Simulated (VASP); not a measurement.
# YIn15O24 (a cell with a defect) in VASP: electric field gradients with PBE

Aim: the electric field gradients of YIn15O24 (a cell with a defect) with PBE.

All numbers are computed with VASP 6.6.1; they aren't measurements. Logs are shortened: lines on timing, memory, paths and dates and some standing lists are left out, and cuts for length are marked.

### 1 The cell of the first run

The cell holds a defect, 40 atoms: a = 7.971 Å, b = 7.971 Å, c = 7.971 Å, α = 87.00°, β = 87.00°, γ = 87.00°.

### 2 Electric field gradients, PBE

INCAR reads:

```
ALGO     = Normal         # electronic algorithm
EDIFF    = 1E-8           # SCF threshold, eV
ENCUT    = 520            # plane-wave cutoff, eV
GGA      = PE             # functional
ISIF     = 2              # what is computed and relaxed
ISMEAR   = -1             # smearing method
LASPH    = T              # aspherical terms in the spheres
LCHARG   = F              # write CHGCAR
LEFG     = T            
LREAL    = Auto         
LWAVE    = F              # write WAVECAR
NBANDS   = 201            # bands
NELM     = 100            # most SCF steps
PREC     = Accurate       # precision mode
SIGMA    = 0.01           # smearing width, eV
```

KPOINTS reads:

```
k-points
0
Gamma
  3 3 3
```

POSCAR reads:

```
YIn15O24
1.0
   -5.4870000000     -3.1679209270      4.8366666667
    5.4870000000     -3.1679209270      4.8366666667
    0.0000000000      6.3358418540      4.8366666667
Y In O
1 15 24
Direct
    0.3573100000      0.3573100000      0.3573100000
    0.8573100000      0.8573100000      0.3573100000
    0.8573100000      0.3573100000      0.8573100000
    0.3573100000      0.8573100000      0.8573100000
    0.1426900000      0.1426900000      0.1426900000
    0.6426900000      0.6426900000      0.1426900000
    0.6426900000      0.1426900000      0.6426900000
    0.1426900000      0.6426900000      0.6426900000
    0.6426900000      0.6426900000      0.6426900000
    0.1426900000      0.1426900000      0.6426900000
    0.1426900000      0.6426900000      0.1426900000
    0.6426900000      0.1426900000      0.1426900000
    0.8573100000      0.8573100000      0.8573100000
    0.3573100000      0.3573100000      0.8573100000
    0.3573100000      0.8573100000      0.3573100000
    0.8573100000      0.3573100000      0.3573100000
    0.6010000000      0.3990000000      0.7500000000
    0.1010000000      0.8990000000      0.7500000000
    0.1010000000      0.3990000000      0.2500000000
    0.6010000000      0.8990000000      0.2500000000
    0.7500000000      0.6010000000      0.3990000000
    0.2500000000      0.1010000000      0.3990000000
    0.2500000000      0.6010000000      0.8990000000
    0.7500000000      0.1010000000      0.8990000000
    0.3990000000      0.7500000000      0.6010000000
    0.8990000000      0.2500000000      0.6010000000
    0.8990000000      0.7500000000      0.1010000000
    0.3990000000      0.2500000000      0.1010000000
    0.3990000000      0.6010000000      0.2500000000
    0.8990000000      0.1010000000      0.2500000000
    0.8990000000      0.6010000000      0.7500000000
    0.3990000000      0.1010000000      0.7500000000
    0.2500000000      0.3990000000      0.6010000000
    0.7500000000      0.8990000000      0.6010000000
    0.7500000000      0.3990000000      0.1010000000
    0.2500000000      0.8990000000      0.1010000000
    0.6010000000      0.2500000000      0.3990000000
    0.1010000000      0.7500000000      0.3990000000
    0.1010000000      0.2500000000      0.8990000000
    0.6010000000      0.7500000000      0.8990000000
```

Potentials or basis: VASP PAW PBE potentials, release 64 (Y_sv, In_d, O).

Command:

```
cat potpaw_PBE.64/Y_sv/POTCAR potpaw_PBE.64/In_d/POTCAR potpaw_PBE.64/O/POTCAR > POTCAR
mpirun -np 1 vasp_std > vasp.out
```

OUTCAR:

```text
EDIFF = 1E-8
   ENCUT = 520
   GGA = PE
   ISIF = 2
   ISMEAR = -1
   LASPH = T
   LREAL = Auto
   NELM = 100
   PREC = Accurate

 ion  position               nearest neighbor table
   1  0.357  0.357  0.357-  33 2.12  29 2.12  37 2.12  28 2.26  22 2.26  19 2.26   5 3.11  10 3.24
                            11 3.24  12 3.24   6 3.61   8 3.61   7 3.61  14 3.99  14 3.99  16 3.99
   2  0.857  0.857  0.357-  34 2.12  30 2.12  38 2.12  27 2.26  21 2.26  20 2.26   6 3.11   9 3.24
                            11 3.24  12 3.24   5 3.61   8 3.61   7 3.61  13 3.99  13 3.99  16 3.99
   3  0.857  0.357  0.857-  35 2.12  31 2.12  39 2.12  26 2.26  24 2.26  17 2.26   7 3.11  12 3.24
                            10 3.24   9 3.24   8 3.61   6 3.61   5 3.61  16 3.99  16 3.99  13 3.99
   4  0.357  0.857  0.857-  36 2.12  32 2.12  40 2.12  25 2.26  23 2.26  18 2.26   8 3.11  11 3.24
                            10 3.24   9 3.24   7 3.61   6 3.61   5 3.61  15 3.99  15 3.99  13 3.99
   5  0.143  0.143  0.143-  39 2.12  30 2.12  36 2.12  28 2.26  22 2.26  19 2.26   1 3.11  14 3.24
                            15 3.24  16 3.24   2 3.61   4 3.61   3 3.61  10 3.99  10 3.99  11 3.99
   6  0.643  0.643  0.143-  40 2.12  29 2.12  35 2.12  27 2.26  21 2.26  20 2.26   2 3.11  13 3.24
                            15 3.24  16 3.24   1 3.61   4 3.61   3 3.61   9 3.99   9 3.99  11 3.99
   7  0.643  0.143  0.643-  37 2.12  32 2.12  34 2.12  26 2.26  24 2.26  17 2.26   3 3.11  16 3.24
                            14 3.24  13 3.24   4 3.61   2 3.61   1 3.61  12 3.99  12 3.99  10 3.99
   8  0.143  0.643  0.643-  38 2.12  31 2.12  33 2.12  25 2.26  23 2.26  18 2.26   4 3.11  15 3.24
                            14 3.24  13 3.24   3 3.61   2 3.61   1 3.61  11 3.99  11 3.99  10 3.99
   9  0.643  0.643  0.643-  21 2.12  17 2.12  25 2.12  34 2.26  40 2.26  31 2.26  13 3.11   2 3.24
[... 37 lines left out ...]
  39  0.101  0.250  0.899-   5 2.12   3 2.12  10 2.26  14 2.26
  40  0.601  0.750  0.899-   6 2.12   4 2.12   9 2.26  13 2.26

  LATTYP: Found a trigonal (rhomboedric) cell.
 ALAT       =     7.9709620777
 COS(alpha) =     0.0522835256

  Lattice vectors:

 A1 = (  -5.4870000000,  -3.1679209270,   4.8366666667)
 A2 = (   5.4870000000,  -3.1679209270,   4.8366666667)
 A3 = (   0.0000000000,   6.3358418540,   4.8366666667)

Analysis of symmetry for initial positions (statically):
=====================================================================
 Subroutine PRICEL returns:
 Original cell was already a primitive cell.

 Routine SETGRP: Setting up the symmetry group for a
 trigonal (rhombohedral) supercell.

 Subroutine GETGRP returns: Found  3 space group operations
 (whereof  3 operations were pure point group operations)
 out of a pool of 12 trial point group operations.

The static configuration has the point symmetry C_3 .

Analysis of symmetry for dynamics (positions and initial velocities):
=====================================================================
 Subroutine PRICEL returns:
 Original cell was already a primitive cell.

 Routine SETGRP: Setting up the symmetry group for a
 trigonal (rhombohedral) supercell.

 Subroutine GETGRP returns: Found  3 space group operations
 (whereof  3 operations were pure point group operations)
 out of a pool of 12 trial point group operations.

The dynamic configuration has the point symmetry C_3 .

 Subroutine INISYM returns: Found  3 space group operations
 (whereof  3 operations are pure point group operations),
 and found     1 'primitive' translations

----------------------------------------------------------------------------------------

                                     Primitive cell

  volume of cell :     504.4367

  direct lattice vectors                    reciprocal lattice vectors
    -5.487000000 -3.167920927  4.836666667    -0.091124476 -0.052610741  0.068917988
     5.487000000 -3.167920927  4.836666667     0.091124476 -0.052610741  0.068917988
     0.000000000  6.335841854  4.836666667     0.000000000  0.105221482  0.068917988

  length of vectors
     7.970962078  7.970962078  7.970962078     0.125782547  0.125782547  0.125782547

  position of ions in fractional coordinates (direct lattice)
     0.357310000  0.357310000  0.357310000
     0.857310000  0.857310000  0.357310000
[... 146 lines left out ...]
   NUPDOWN=      -1.0000    fix difference up-down
   EMIN   =  10.00;   EMAX   =-10.00  energy-range for DOS
   EFERMI =   0.00;   METHOD = LEGACY
   ISMEAR =    -1;   SIGMA  =   0.01  broadening in eV -4-tet -1-fermi 0-gaus
   EFERMI_NEDOS =   21; number of points for ismear=-14 and -15
   IALGO  =     38    algorithm
   IMIX   =      4    mixing-type and parameters
     AMIX     =   0.40;   BMIX     =  1.00
     AMIX_MAG =   1.60;   BMIX_MAG =  1.00
  volume/ion in A,a.u.               =      12.61        85.10
  Fermi-wavevector in a.u.,A,eV,Ry     =   1.449312  2.738803 28.579117  2.100506
  Thomas-Fermi vector in A             =   2.567053
   LORBIT       =      0    0 simple, 1 ext, 2 COOP (PROOUT), +10 PAW based schemes
   GGA     = PE    functional components
   LHFCALC =     F    Hartree Fock is set to
   AEXX    =    0.0000 exact exchange contribution
   IVDW    =     0    specifies the selected vdW correction
   LEPSILON=     F    determine dielectric tensor
   LRPA    =     F    only Hartree local field effects (RPA)
 non-spin polarized calculation
  energy-cutoff  :      520.00
  volume of cell :      504.44
 maximum number of plane-waves:     13620
   NGX = 29   NGY = 29   NGZ = 29

 number of electron     350.0000015 magnetization

 Free energy of the ion-electron system (eV)
  ---------------------------------------------------
  ext. energy  EPLUGINS =         0.00000000
  ---------------------------------------------------
  free energy    TOTEN  =      -229.53750383 eV

  energy without entropy =     -229.53750383  energy(sigma->0) =     -229.53750383

 E-fermi :   5.7868     XC(G=0): -11.2290

 val. band max:        5.4281916379   @ k =   0.0000   0.0000   0.0000
 cond. band min:       6.9830306261   @ k =   0.0000   0.0000   0.0000
 fundamental gap:      1.5548389882
 Fermi energy:         5.7868250755

 k-point     1 :       0.0000    0.0000    0.0000
  band No.  band energies     occupation
      1     -33.3924      2.00000
      2     -14.3002      2.00000
      3     -14.3002      2.00000
      4     -14.1624      2.00000
      5     -12.1585      2.00000
      6     -11.7231      2.00000
[... 1129 lines left out ...]
    186      11.4989      0.00000
    187      11.5286      0.00000
 [bands above 187 left out]

------------------------ aborting loop because EDIFF is reached ----------------------------------------

  FORCE on cell =-STRESS in cart. coord.  units (eV):
  Direction    XX          YY          ZZ          XY          YZ          ZX
  --------------------------------------------------------------------------------------
  -------------------------------------------------------------------------------------
  Total       34.7158356     34.7158356     29.6323882     -0.0000009      0.0000000      0.0000000
  in kB      110.2634316    110.2634316     94.1175332     -0.0000030      0.0000000      0.0000000
  external PRESSURE =     104.8814654 kB  Pullay stress =       0.0000000 kB

 VOLUME and BASIS-vectors are now :
 -----------------------------------------------------------------------------
  energy-cutoff  :      520.00
  volume of cell :      504.44
      direct lattice vectors                 reciprocal lattice vectors
    -5.487000000 -3.167920927  4.836666667    -0.091124476 -0.052610741  0.068917988
     5.487000000 -3.167920927  4.836666667     0.091124476 -0.052610741  0.068917988
     0.000000000  6.335841854  4.836666667     0.000000000  0.105221482  0.068917988

 POSITION                                       TOTAL-FORCE (eV/Angst)
 -----------------------------------------------------------------------------------
      0.00000      0.00000      5.18457         0.000000     -0.000000      0.295032
      0.00000     -3.16792     10.02123         0.036164     -0.026496      0.038295
     -2.74350      1.58396     10.02123        -0.041028     -0.018071      0.038295
      2.74350      1.58396     10.02123         0.004864      0.044567      0.038295
      0.00000      0.00000      2.07043         0.000000     -0.000000     -0.272021
      0.00000     -3.16792      6.90710         0.101244     -0.081370      0.010375
[... 32 lines left out ...]
      0.81756      4.58398      6.04583        -0.081510     -0.062267      0.004170
      0.81756      1.41606     10.88250        -0.074818     -0.134999     -0.010851
 -----------------------------------------------------------------------------------
    total drift:                               -0.000000      0.000000     -0.008488

  FREE ENERGIE OF THE ION-ELECTRON SYSTEM (eV)
  ---------------------------------------------------
  free  energy   TOTEN  =      -229.5375038323 eV

  energy  without entropy=     -229.5375038323  energy(sigma->0) =     -229.53750383

 Electric field gradients (V/A^2)
---------------------------------------------------------------------
 ion       V_xx      V_yy      V_zz      V_xy      V_xz      V_yz
---------------------------------------------------------------------
   1     -26.556   -26.556    53.112    -0.000     0.000     0.000
   2     -22.757   -23.321    46.078     0.067    -0.171    -0.244
   3     -23.239   -22.840    46.078     0.211    -0.125     0.270
   4     -23.122   -22.956    46.078    -0.278     0.297    -0.027
   5     -20.857   -20.857    41.713     0.000    -0.000     0.000
   6     -24.645   -22.282    46.927     0.367     0.078     0.141
[... 32 lines left out ...]
  39       7.623     7.670   -15.293     2.489   -33.578    20.110
  40       7.034     8.681   -15.715     1.699   -33.507    19.305
---------------------------------------------------------------------

 Electric field gradients after diagonalization (V/A^2)
 (convention: |V_zz| > |V_xx| > |V_yy|)
----------------------------------------------------------------------
 ion       V_xx      V_yy      V_zz     asymmetry (V_yy - V_xx)/ V_zz
----------------------------------------------------------------------
   1     -26.556   -26.556    53.112       0.000
   2     -23.330   -22.750    46.080       0.013
   3     -23.330   -22.750    46.080       0.013
   4     -23.330   -22.750    46.080       0.013
   5     -20.857   -20.857    41.713       0.000
   6     -24.701   -22.227    46.928       0.053
[... 32 lines left out ...]
  39      35.595     9.829   -45.424       0.567
  40      35.293     9.741   -45.033       0.567
----------------------------------------------------------------------

           NMR quadrupolar parameters

 Cq : quadrupolar parameter    Cq=e*Q*V_zz/h
 eta: asymmetry parameters     (V_yy - V_xx)/ V_zz
 Q  : nuclear electric quadrupole moment in mb (millibarn)
----------------------------------------------------------------------
 ion       Cq(MHz)       eta       Q (mb)
----------------------------------------------------------------------
   1       0.128       0.000       1.000
   2       0.111       0.013       1.000
   3       0.111       0.013       1.000
   4       0.111       0.013       1.000
   5       0.101       0.000       1.000
   6       0.113       0.053       1.000
[... 32 lines left out ...]
  39      -0.110       0.567       1.000
  40      -0.109       0.567       1.000
----------------------------------------------------------------------
```

It took 36 min on 1 thread of Intel Xeon Platinum 8259CL at 2.50GHz (Skylake/Cascade Lake), shared host; peak memory 0.74 GiB.

Results:

```yaml
Free_energy: -229.5375 eV
Pressure: 10.5 GPa
Largest_force: 1.122 eV/Å
Band_gap_on_the_k_mesh: 1.55 eV
```

Forces on the atoms (eV/Å):
```
Y    0.000  0.000  0.295
In   0.036 -0.026  0.038
In  -0.041 -0.018  0.038
In   0.005  0.045  0.038
In   0.000  0.000 -0.272
In   0.101 -0.081  0.010
In  -0.121 -0.047  0.010
In   0.020  0.128  0.010
In   0.000  0.000  0.092
In   0.017  0.173 -0.056
In   0.142 -0.102 -0.056
In  -0.159 -0.072 -0.056
In   0.000  0.000  0.015
In   0.030  0.077 -0.061
In   0.052 -0.064 -0.061
In  -0.081 -0.013 -0.061
O   -0.115 -0.019 -0.025
O   -0.151 -0.005 -0.003
O    0.288  0.073 -0.445
O   -0.124 -0.011  0.045
O    0.074 -0.090 -0.025
O   -0.207  0.212 -0.445
O    0.071 -0.102  0.045
O    0.080 -0.128 -0.003
O    0.041  0.109 -0.025
O    0.053  0.113  0.045
O    0.071  0.134 -0.003
O   -0.080 -0.286 -0.445
O    0.642 -0.772  0.501
O    0.095 -0.039  0.004
O    0.154  0.003 -0.011
O    0.147 -0.053 -0.042
O    0.347  0.942  0.501
O   -0.080  0.132 -0.011
O   -0.027  0.154 -0.042
O   -0.013  0.102  0.004
O   -0.990 -0.171  0.501
O   -0.120 -0.101 -0.042
O   -0.082 -0.062  0.004
O   -0.075 -0.135 -0.011
```

Stress tensor (GPa, compression positive):
```
11.03  0.00  0.00
 0.00 11.03  0.00
 0.00  0.00  9.41
```

Electric field gradients, principal values (V/Å²):
```
 atom    least   middle  greatest (by size)
  1 Y  -26.556  -26.556              53.112
 2 In  -22.750  -23.330              46.080
 3 In  -22.750  -23.330              46.080
 4 In  -22.750  -23.330              46.080
 5 In  -20.857  -20.857              41.713
 6 In  -22.227  -24.701              46.928
 7 In  -22.227  -24.701              46.928
 8 In  -22.227  -24.701              46.928
 9 In  -22.490  -22.490              44.980
10 In  -22.138  -23.292              45.430
11 In  -22.138  -23.292              45.430
12 In  -22.138  -23.292              45.430
13 In  -22.910  -22.910              45.819
14 In  -20.833  -25.191              46.024
15 In  -20.833  -25.191              46.024
16 In  -20.833  -25.191              46.024
 17 O    9.735   34.824             -44.559
 18 O   10.573   35.096             -45.669
 19 O   13.163   47.333             -60.496
 20 O   11.758   33.917             -45.676
 21 O    9.735   34.824             -44.559
 22 O   13.163   47.333             -60.496
 23 O   11.758   33.917             -45.676
 24 O   10.573   35.096             -45.669
 25 O    9.735   34.824             -44.559
 26 O   11.758   33.917             -45.676
 27 O   10.573   35.096             -45.669
 28 O   13.163   47.333             -60.496
 29 O   -2.840  -46.458              49.298
 30 O    9.829   35.595             -45.424
 31 O    9.741   35.293             -45.033
 32 O   10.076   36.075             -46.151
 33 O   -2.840  -46.458              49.298
 34 O    9.741   35.293             -45.033
 35 O   10.076   36.075             -46.151
 36 O    9.829   35.595             -45.424
 37 O   -2.840  -46.458              49.298
 38 O   10.076   36.075             -46.151
 39 O    9.829   35.595             -45.424
 40 O    9.741   35.293             -45.033
```

Caveat: without QUAD_EFG the Cq values of the log hold for a quadrupole moment of 1 mb, not for the nuclei; spin-orbit coupling is left out, which moves the levels of the heavy elements.
